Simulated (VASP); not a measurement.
## Si20GeH10: single point with PBE

The system is Si20GeH10, a slab with vacuum.

```xyz
31
Lattice="7.6792 0.0000 0.0000 0.0000 7.6792 0.0000 0.0000 0.0000 19.2555" Properties=species:S:1:pos:R:3 pbc="T T T"
H     3.1438    0.0000    1.0000
H     0.6958    0.0000    1.0000
H     6.9834    0.0000    1.0000
H     4.5354    0.0000    1.0000
H     3.1438    3.8396    1.0000
H     0.6958    3.8396    1.0000
H     6.9834    3.8396    1.0000
H     4.5354    3.8396    1.0000
H     2.6915    5.9179    9.4164
H     4.7107    7.3157    8.4844
Si    1.9198    0.0000    1.8655
Si    5.7594    0.0000    1.8655
Si    1.9198    3.8396    1.8655
Si    5.7594    3.8396    1.8655
Si    1.9473    1.9250    3.0644
Si    5.8487    1.9060    3.1161
Si    1.9200    5.7848    3.3710
Si    5.7722    5.7807    3.3141
Si    0.0759    1.9116    4.4555
Si    3.8954    2.0209    4.3160
Si   -0.0089    5.7301    4.6943
Si    3.8559    5.7055    4.6443
Si    0.1256    0.0292    5.8784
Si    3.6301    0.1521    5.6786
Si    0.0625    3.8092    5.9146
Si    3.8070    3.8016    5.9028
Si    1.7515    0.6286    7.2069
Si    5.7497    0.6262    6.5805
Si    1.8980    2.9816    7.0317
Si    5.7731    2.9917    6.4896
Ge    3.2337    6.6116    8.0916
```

```yaml
Program: VASP 6.6.1
Task: single point
Functional: PBE
Potentials_or_basis: VASP PAW PBE potentials, release 64 (H, Si, Ge_d)
Cutoff: 410 eV
k_mesh: 1 × 1 × 1
Occupations: fermi-dirac, width 0.02 eV
Spin: no spin polarisation
Dipole_correction: no
Further_INCAR_settings: LREAL = Auto; ALGO = Normal; EDIFF = 1e-06; NBANDS = 73; NELMDL = -8
```

* Largest force: 2.164 eV/Å

Forces in eV/Å, atoms in the order of the input:
```
H   -0.998 -0.144  0.097
H    0.963 -0.104  0.139
H   -0.975 -0.220  0.065
H    0.955 -0.097  0.135
H   -0.963  0.093  0.121
H    0.884  0.067  0.034
H   -0.878  0.202  0.031
H    0.934  0.043  0.175
H   -0.046  0.205 -0.080
H   -0.541  0.198 -0.216
Si   0.082 -0.646 -0.043
Si   0.115 -0.410 -0.130
Si  -0.281  0.905 -0.095
Si   0.290  0.441 -0.046
Si   0.161  0.026  0.474
Si  -0.022  0.194  0.211
Si  -0.003 -0.494 -1.121
Si  -0.129 -0.439 -0.482
Si  -0.323 -0.043 -0.124
Si   0.319 -0.218  0.202
Si   0.249  0.559 -0.396
Si  -0.278  1.522  0.132
Si  -0.934 -0.663 -0.936
Si   0.211 -0.994 -0.381
Si   0.198 -0.531  0.112
Si  -0.543 -0.094  0.266
Si   1.940  0.725  0.627
Si  -1.273  0.658  0.215
Si   0.172  0.488  0.243
Si   0.048 -0.622  0.195
Ge   0.667 -0.608  0.574
```

Levels at points of the mesh, in eV from the Fermi level:
```
           k point  band 48  band 49  band 50  band 51  band 52  band 53  band 54  band 55  band 56  band 57
(0.00, 0.00, 0.00)    -0.85    -0.82    -0.57    -0.28    -0.03     0.03     1.02     1.14     1.48     1.62
```

Wall time 110 s on 1 thread of Intel(R) Xeon(R) 6975P-C (Granite Rapids) (shared host), peak memory 0.72 GiB.

Caveat: the k points lie up to 0.82 Å⁻¹ apart.
